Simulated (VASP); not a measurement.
Write the native input for VASP 6.6.1 that does the following.

```
Task                   : electric field gradients
Functional             : LDA
Potentials or basis    : VASP PAW LDA potentials, release 64 (Ta_pv, S)
Cutoff                 : 400 eV
k mesh                 : 9 × 9 × 5
Occupations            : fermi-dirac, width 0.03 eV
Spin                   : no spin polarisation
Dipole correction      : no
Further INCAR settings : ALGO = Normal; EDIFF = 1e-08; NBANDS = 18
```

The structure of TaS2 lies in POSCAR:

```
TaS2
1.0
    3.3275182074      0.0000000000      0.0000000000
   -1.6637591037      2.8817152992      0.0000000000
    0.0000000000      0.0000000000      5.8206699559
Ta S
1 2
Direct
    0.0000000000      0.0000000000      0.0000000000
    0.3333333333      0.6666666667      0.2500000000
    0.6666666667      0.3333333333      0.7500000000
```

This cell differs from its parent crystal: volume scaled by 0.98.

One way to write it, as run:

INCAR

```
PREC = Accurate
ENCUT = 400
EDIFF = 1E-8
ISMEAR = -1
SIGMA = 0.03
LREAL = False
LASPH = True
NELM = 120
ALGO = Normal
ISIF = 2
LWAVE = False
LCHARG = False
GGA = CA
LEFG = True
NBANDS = 18
GGA_COMPAT = False
```

KPOINTS

```
regular mesh
0
Gamma
  9 9 5
```

Potentials or basis: VASP PAW LDA potentials, release 64 (Ta_pv, S).

Run with:

```sh
$ cat potpaw_LDA.64/Ta_pv/POTCAR potpaw_LDA.64/S/POTCAR > POTCAR
$ mpirun -np 1 vasp_std > vasp.out
```

It gave:

```json
{
 "Pressure": "4.8 GPa",
 "Largest force": "1.184 eV/Å"
}
```

Caveat: without QUAD_EFG the Cq values of the log hold for a quadrupole moment of 1 mb, not for the nuclei; forces of over 1 eV/Å act on the atoms, so gaps and moduli don't describe the material at rest.

Run time: 43 s on 1 thread of AMD EPYC 7R43 64-Core Processor (Zen 3) (shared host), peak memory 0.12 GiB.
